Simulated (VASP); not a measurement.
# SnO2 in VASP: a series of runs

Runs on SnO2. Level: PBE. Tasks: single point, relaxation of shape and atoms at fixed volume, relaxation of cell and atoms.

Everything below comes from runs of VASP 6.6.1. Logs are shortened: lines on timing, memory, paths and dates and some standing lists are left out, and cuts for length are marked.

### Step 1. The cell of the first run

The typed cell holds 6 atoms: a = 4.853 Å, b = 4.853 Å, c = 3.244 Å, α = 90.00°, β = 90.00°, γ = 90.00°.

### Step 2. Single point, PBE

The input, INCAR:

```
PREC = Accurate
ENCUT = 520
EDIFF = 1E-6
ISMEAR = 0
SIGMA = 0.02
LREAL = F
LASPH = T
NELM = 60
ALGO = Normal
ISIF = 2
LWAVE = F
LCHARG = F
GGA = PE
NBANDS = 35
```

The input, KPOINTS:

```
regular mesh
0
Gamma
  6 6 8
```

The input, POSCAR:

```
SnO2
1.0
    4.8527522110      0.0000000000      0.0000000000
    0.0000000000      4.8529335698      0.0000000000
    0.0000000000      0.0000000000      3.2442668764
Sn O
2 4
Direct
    0.5000000000      0.5000000000      0.5000000000
    0.0000000000      0.0000000000      0.0000000000
    0.3068421361      0.3068950670      0.0000000000
    0.8068421361      0.1931049330      0.5000000000
    0.1931578639      0.8068950670      0.5000000000
    0.6931578639      0.6931049330      0.0000000000
```

Potentials or basis: VASP PAW PBE potentials, release 64 (Sn_d, O).

Launch:

```bash
> cat potpaw_PBE.64/Sn_d/POTCAR potpaw_PBE.64/O/POTCAR > POTCAR
> mpirun -np 1 vasp_std > vasp.out
```

OUTCAR:

```text
PREC = Accurate
   ENCUT = 520
   EDIFF = 1E-6
   ISMEAR = 0
   LREAL = F
   LASPH = T
   NELM = 60
   ISIF = 2
   GGA = PE

 ion  position               nearest neighbor table
   1  0.500  0.500  0.500-   3 2.09   6 2.09   3 2.09   6 2.09   5 2.11   4 2.11
   2  0.000  0.000  0.000-   4 2.09   5 2.09   4 2.09   5 2.09   3 2.11   6 2.11
   3  0.307  0.307  0.000-   1 2.09   1 2.09   2 2.11
   4  0.807  0.193  0.500-   2 2.09   2 2.09   1 2.11
   5  0.193  0.807  0.500-   2 2.09   2 2.09   1 2.11
   6  0.693  0.693  0.000-   1 2.09   1 2.09   2 2.11

  LATTYP: Found a simple orthorhombic cell.
 ALAT       =     3.2442668764
 B/A-ratio  =     1.4957931625
 C/A-ratio  =     1.4958490638

  Lattice vectors:

 A1 = (   0.0000000000,   0.0000000000,   3.2442668764)
 A2 = (   4.8527522110,   0.0000000000,   0.0000000000)
 A3 = (   0.0000000000,   4.8529335698,   0.0000000000)

Analysis of symmetry for initial positions (statically):
=====================================================================
 Subroutine PRICEL returns:
 Original cell was already a primitive cell.

 Routine SETGRP: Setting up the symmetry group for a
 simple orthorhombic supercell.

 Subroutine GETGRP returns: Found  8 space group operations
 (whereof  4 operations were pure point group operations)
 out of a pool of  8 trial point group operations.

The static configuration has the point symmetry C_2h.
 The point group associated with its full space group is D_2h.

Analysis of symmetry for dynamics (positions and initial velocities):
=====================================================================
 Subroutine PRICEL returns:
 Original cell was already a primitive cell.

 Routine SETGRP: Setting up the symmetry group for a
 simple orthorhombic supercell.

 Subroutine GETGRP returns: Found  8 space group operations
 (whereof  4 operations were pure point group operations)
 out of a pool of  8 trial point group operations.

The dynamic configuration has the point symmetry C_2h.
 The point group associated with its full space group is D_2h.

 Subroutine INISYM returns: Found  8 space group operations
 (whereof  4 operations are pure point group operations),
 and found     1 'primitive' translations

----------------------------------------------------------------------------------------

                                     Primitive cell

  volume of cell :      76.4028

  direct lattice vectors                    reciprocal lattice vectors
     4.852752211  0.000000000  0.000000000     0.206068630  0.000000000  0.000000000
     0.000000000  4.852933570  0.000000000     0.000000000  0.206060929  0.000000000
     0.000000000  0.000000000  3.244266876     0.000000000  0.000000000  0.308236048

  length of vectors
     4.852752211  4.852933570  3.244266876     0.206068630  0.206060929  0.308236048

  position of ions in fractional coordinates (direct lattice)
     0.500000000  0.500000000  0.500000000
     0.000000000  0.000000000  0.000000000
     0.306842136  0.306895067  0.000000000
     0.806842136  0.193104933  0.500000000
     0.193157864  0.806895067  0.500000000
     0.693157864  0.693104933  0.000000000

  ion indices of the primitive-cell ions
   primitive index   ion index
                 1           1
                 2           2
                 3           3
                 4           4
                 5           5
                 6           6

----------------------------------------------------------------------------------------

 KPOINTS: regular mesh

Automatic generation of k-mesh.
 Grid dimensions read from file:
 generate k-points for:    6    6    8

 Generating k-lattice:

  Cartesian coordinates                     Fractional coordinates (reciprocal lattice)
     0.034344772  0.000000000  0.000000000     0.166666667  0.000000000  0.000000000
     0.000000000  0.034343488  0.000000000     0.000000000  0.166666667  0.000000000
     0.000000000  0.000000000  0.038529506     0.000000000  0.000000000  0.125000000

  Length of vectors
     0.034344772  0.034343488  0.038529506

  Shift w.r.t. Gamma in fractional coordinates (k-lattice)
     0.000000000  0.000000000  0.000000000

 Subroutine IBZKPT returns following result:
 ===========================================

 Found     80 irreducible k-points:

 Following reciprocal coordinates:
            Coordinates               Weight
  0.000000  0.000000  0.000000      1.000000
  0.166667  0.000000  0.000000      2.000000
  0.333333  0.000000  0.000000      2.000000
  0.500000  0.000000  0.000000      1.000000
  0.000000  0.166667  0.000000      2.000000
  0.166667  0.166667  0.000000      4.000000
[... 16 lines left out ...]
  0.333333  0.166667  0.125000      8.000000
  0.500000  0.166667  0.125000      4.000000
 [... further k-points ...]
   k-points           NKPTS =     80   k-points in BZ     NKDIM =     80   number of bands    NBANDS=     35
   number of dos      NEDOS =    301   number of ions     NIONS =      6
   total plane-waves  NPLWV =  31104
   dimension x,y,z NGX =    36 NGY =   36 NGZ =   24
   dimension x,y,z NGXF=    72 NGYF=   72 NGZF=   48
   ions per type =               2   4
   NGX,Y,Z   is equivalent  to a cutoff of  12.33, 12.33, 12.30 a.u.
   NGXF,Y,Z  is equivalent  to a cutoff of  24.67, 24.66, 24.60 a.u.
 SYSTEM =  unknown system
   PREC   = accura    normal or accurate (medium, high low for compatibility)
   ISTART =      0    job   : 0-new  1-cont  2-samecut
   ICHARG =      2    charge: 1-file 2-atom 10-const
   ISPIN  =      1    spin polarized calculation?
   LNONCOLLINEAR =      F non collinear calculations
   LSORBIT =      F    spin-orbit coupling
   LASPH  =      T    aspherical Exc in radial PAW
   ENCUT  =  520.0 eV  38.22 Ry    6.18 a.u.   9.02  9.02  6.03*2*pi/ulx,y,z
   NELM   =     60;   NELMIN=  2; NELMDL= -5     # of ELM steps
   EDIFF  = 0.1E-05   stopping-criterion for ELM
   LREAL  =      F    real-space projection
   EDIFFG = 0.1E-04   stopping-criterion for IOM
   NSW    =      0    number of steps for IOM
   IBRION =     -1    ionic relax: 0-MD 1-quasi-New 2-CG
   NFREE  =      0    steps in history (QN), initial steepest desc. (CG)
   ISIF   =      2    stress and relaxation
   ISYM   =      2    0-nonsym 1-usesym 2-fastsym
   POTIM  = 0.5000    time-step for ionic-motion
   TEBEG  =    0.0;   TEEND  =   0.0 temperature during run
   PSTRESS=    0.0 pullay stress
   NELECT =      52.0000    total number of electrons
   NUPDOWN=      -1.0000    fix difference up-down
   EMIN   =  10.00;   EMAX   =-10.00  energy-range for DOS
   EFERMI =   0.00;   METHOD = LEGACY
   ISMEAR =     0;   SIGMA  =   0.02  broadening in eV -4-tet -1-fermi 0-gaus
   EFERMI_NEDOS =   21; number of points for ismear=-14 and -15
   IALGO  =     38    algorithm
   IMIX   =      4    mixing-type and parameters
     AMIX     =   0.40;   BMIX     =  1.00
     AMIX_MAG =   1.60;   BMIX_MAG =  1.00
  volume/ion in A,a.u.               =      12.73        85.93
  Fermi-wavevector in a.u.,A,eV,Ry     =   1.440035  2.721271 28.214397  2.073700
  Thomas-Fermi vector in A             =   2.558824
   LORBIT       =      0    0 simple, 1 ext, 2 COOP (PROOUT), +10 PAW based schemes
   GGA     = PE    functional components
   LHFCALC =     F    Hartree Fock is set to
   AEXX    =    0.0000 exact exchange contribution
   IVDW    =     0    specifies the selected vdW correction
   LEPSILON=     F    determine dielectric tensor
   LRPA    =     F    only Hartree local field effects (RPA)
 non-spin polarized calculation
 Gauss-broadening in eV      SIGMA  =   0.02
  energy-cutoff  :      520.00
  volume of cell :       76.40
 maximum number of plane-waves:      2080
   NGX = 19   NGY = 19   NGZ = 13

 number of electron      51.9999993 magnetization

 Free energy of the ion-electron system (eV)
  ---------------------------------------------------
  ext. energy  EPLUGINS =         0.00000000
  ---------------------------------------------------
  free energy    TOTEN  =       -37.30942932 eV

  energy without entropy =      -37.30942932  energy(sigma->0) =      -37.30942932

 E-fermi :   5.4808     XC(G=0): -10.9094

 val. band max:        5.3906394390   @ k =   0.0000   0.0000   0.0000
 cond. band min:       5.9470565105   @ k =   0.0000   0.0000   0.0000
 fundamental gap:      0.5564170715
 Fermi energy:         5.4807899366

 k-point     1 :       0.0000    0.0000    0.0000
  band No.  band energies     occupation
      1     -15.6313      2.00000
      2     -15.0008      2.00000
      3     -14.8128      2.00000
      4     -14.7856      2.00000
      5     -14.7856      2.00000
      6     -14.7193      2.00000
[... 27 lines left out ...]
     34      16.6976      0.00000
     35      17.5752      0.00000

 k-point     2 :       0.1667    0.0000    0.0000
  band No.  band energies     occupation
      1     -15.5953      2.00000
      2     -15.0404      2.00000
      3     -14.8119      2.00000
      4     -14.7842      2.00000
      5     -14.7841      2.00000
      6     -14.7460      2.00000
[... 27 lines left out ...]
     34      16.8291      0.00000
     35      17.5554      0.00000

 k-point     3 :       0.3333    0.0000    0.0000
  band No.  band energies     occupation
      1     -15.4919      2.00000
      2     -15.1655      2.00000
      3     -14.8086      2.00000
      4     -14.7834      2.00000
      5     -14.7814      2.00000
      6     -14.7812      2.00000
[... 27 lines left out ...]
     34      17.2477      0.00000
     35      17.5469      0.00000
[... 723 lines left out ...]
 k-point    23 :       0.3333    0.1667    0.1250
  band No.  band energies     occupation
      1     -15.4328      2.00000
      2     -15.1757      2.00000
      3     -14.8999      2.00000
      4     -14.8871      2.00000
      5     -14.7752      2.00000
      6     -14.7430      2.00000
[... 27 lines left out ...]
     34      17.3363      0.00000
     35      17.5134      0.00000

 k-point    24 :       0.5000    0.1667    0.1250
  band No.  band energies     occupation
      1     -15.3143      2.00000
      2     -15.3143      2.00000
      3     -14.8940      2.00000
      4     -14.8940      2.00000
      5     -14.7600      2.00000
      6     -14.7600      2.00000
[... 27 lines left out ...]
     34      17.2155      0.00000
     35      17.5354      0.00000

 [... further k-points ...]

------------------------ aborting loop because EDIFF is reached ----------------------------------------

  FORCE on cell =-STRESS in cart. coord.  units (eV):
  Direction    XX          YY          ZZ          XY          YZ          ZX
  --------------------------------------------------------------------------------------
  -------------------------------------------------------------------------------------
  Total       -0.7222000     -0.7227025     -0.5778821      0.0000000      0.0000000      0.0000000
  in kB      -15.1446429    -15.1551806    -12.1182743      0.0000000      0.0000000      0.0000000
  external PRESSURE =     -14.1393659 kB  Pullay stress =       0.0000000 kB

 VOLUME and BASIS-vectors are now :
 -----------------------------------------------------------------------------
  energy-cutoff  :      520.00
  volume of cell :       76.40
      direct lattice vectors                 reciprocal lattice vectors
     4.852752211  0.000000000  0.000000000     0.206068630  0.000000000  0.000000000
     0.000000000  4.852933570  0.000000000     0.000000000  0.206060929  0.000000000
     0.000000000  0.000000000  3.244266876     0.000000000  0.000000000  0.308236048

 POSITION                                       TOTAL-FORCE (eV/Angst)
 -----------------------------------------------------------------------------------
      2.42638      2.42647      1.62213         0.000000      0.000000      0.000000
      0.00000      0.00000      0.00000         0.000000      0.000000      0.000000
      1.48903      1.48934      0.00000        -0.012240     -0.012403     -0.000000
      3.91540      0.93713      1.62213        -0.012240      0.012403     -0.000000
      0.93735      3.91581      1.62213         0.012240     -0.012403      0.000000
      3.36372      3.36359      0.00000         0.012240      0.012403      0.000000
 -----------------------------------------------------------------------------------
    total drift:                                0.000000      0.000000      0.000000

  FREE ENERGIE OF THE ION-ELECTRON SYSTEM (eV)
  ---------------------------------------------------
  free  energy   TOTEN  =       -37.3094293205 eV

  energy  without entropy=      -37.3094293205  energy(sigma->0) =      -37.30942932
```

Wall time 2.5 min (1 thread of AMD EPYC 7R43 (Zen 3), shared host); peak memory 0.25 GiB.

What came out:

```
Free energy            : -37.3094 eV
Pressure               : -1.4 GPa
Largest force          : 0.017 eV/Å
Band gap on the k mesh : 0.56 eV, direct
```

Forces in eV/Å, atoms in the order of the input:
```
Sn   0.000  0.000  0.000
Sn   0.000  0.000  0.000
O   -0.012 -0.012  0.000
O   -0.012  0.012  0.000
O    0.012 -0.012  0.000
O    0.012  0.012  0.000
```

Stress tensor (GPa, compression positive):
```
-1.51  0.00  0.00
 0.00 -1.52  0.00
 0.00  0.00 -1.21
```

Levels at points of the mesh, in eV from the valence-band top:
```tsv
k point	band 22	band 23	band 24	band 25	band 26	band 27	band 28	band 29	band 30	band 31
(0.00, 0.00, 0.00)	-1.25	-1.25	-0.73	-0.73	0.00	0.56	5.59	6.02	6.02	10.06
(0.50, 0.00, 0.00)	-1.87	-1.20	-1.20	-0.60	-0.60	3.76	3.76	6.75	6.75	10.24
(0.00, 0.50, 0.00)	-1.87	-1.20	-1.20	-0.60	-0.60	3.76	3.76	6.76	6.76	10.24
(0.50, 0.50, 0.00)	-1.84	-1.32	-1.32	-0.85	-0.85	4.15	4.15	7.08	7.08	10.33
(0.00, 0.00, 0.50)	-2.55	-1.49	-1.49	-1.17	-1.17	5.46	5.46	9.27	9.27	10.25
(0.50, 0.00, 0.50)	-1.65	-1.00	-1.00	-0.76	-0.76	5.71	5.71	7.49	7.49	10.50
(0.00, 0.50, 0.50)	-1.64	-1.00	-1.00	-0.76	-0.76	5.71	5.71	7.49	7.49	10.50
(0.50, 0.50, 0.50)	-2.45	-0.91	-0.91	-0.77	-0.77	4.24	4.24	8.53	8.53	10.48
```

Caveat: spin-orbit coupling is left out, which moves the levels of the heavy elements. PBE gaps usually lie below the measured ones, often by a third to a half.

### Step 3. Single point, PBE (volume scaled by 1.03, then relaxed in part)

The input, INCAR:

```
SYSTEM = SnO2
  ALGO = Normal
  EDIFF = 1E-6
  ENCUT = 520
  GGA = PE
  ISIF = 2
  ISMEAR = 0
  LASPH = .True.
  LCHARG = .False.
  LREAL = .False.
  LWAVE = .False.
  NBANDS = 35
  NELM = 100
  PREC = Accurate
  SIGMA = 0.02
```

The input, KPOINTS:

```
k-points
0
Gamma
  6 6 8
  0 0 0
```

The input, POSCAR:

```
SnO2
1.0
    4.8877027265      0.0000000000      0.0000000000
    0.0000000000      4.8879487876      0.0000000000
    0.0000000000      0.0000000000      3.2534131411
Sn O
2 4
Direct
    0.5000000000      0.5000000000      0.5000000000
    0.0000000000      0.0000000000      0.0000000000
    0.3073032038      0.3073781070      0.0000000000
    0.8073032038      0.1926218930      0.5000000000
    0.1926967962      0.8073781070      0.5000000000
    0.6926967962      0.6926218930      0.0000000000
```

Potentials or basis: VASP PAW PBE potentials, release 64 (Sn_d, O).

Launch:

```bash
> cat potpaw_PBE.64/Sn_d/POTCAR potpaw_PBE.64/O/POTCAR > POTCAR
> mpirun -np 1 vasp_std > vasp.out
```

Wall time 60 s (1 thread of Intel Xeon 6975P-C (Granite Rapids), shared host); peak memory 0.29 GiB.

It converged, with:

| Property | Result |
| --- | --- |
| Free energy | -37.2879 eV |
| Pressure | -4.0 GPa |
| Largest force | 0.019 eV/Å |
| Band gap on the k mesh | 0.41 eV, direct |

Forces on the atoms (eV/Å):
```
Sn   0.000  0.000  0.000
Sn   0.000  0.000  0.000
O   -0.013 -0.013  0.000
O   -0.013  0.013  0.000
O    0.013 -0.013  0.000
O    0.013  0.013  0.000
```

Stress tensor (GPa, compression positive):
```
-4.08  0.00  0.00
 0.00 -4.08  0.00
 0.00  0.00 -3.87
```

Levels at points of the mesh, in eV from the valence-band top:
```tsv
k point	band 22	band 23	band 24	band 25	band 26	band 27	band 28	band 29	band 30	band 31
(0.00, 0.00, 0.00)	-1.25	-1.25	-0.72	-0.72	0.00	0.41	5.45	5.96	5.96	9.99
(0.50, 0.00, 0.00)	-1.84	-1.20	-1.20	-0.60	-0.60	3.60	3.60	6.68	6.68	10.03
(0.00, 0.50, 0.00)	-1.84	-1.20	-1.20	-0.60	-0.60	3.60	3.60	6.68	6.68	10.02
(0.50, 0.50, 0.00)	-1.79	-1.31	-1.31	-0.83	-0.83	3.98	3.98	6.97	6.97	10.13
(0.00, 0.00, 0.50)	-2.52	-1.45	-1.45	-1.14	-1.14	5.29	5.29	9.14	9.14	10.06
(0.50, 0.00, 0.50)	-1.62	-0.97	-0.97	-0.78	-0.78	5.53	5.53	7.33	7.33	10.38
(0.00, 0.50, 0.50)	-1.62	-0.98	-0.98	-0.78	-0.78	5.53	5.53	7.33	7.33	10.39
(0.50, 0.50, 0.50)	-2.47	-0.90	-0.90	-0.76	-0.76	4.11	4.11	8.42	8.42	10.33
```

Caveat: spin-orbit coupling is left out, which moves the levels of the heavy elements.

[end of part 1 of 2]
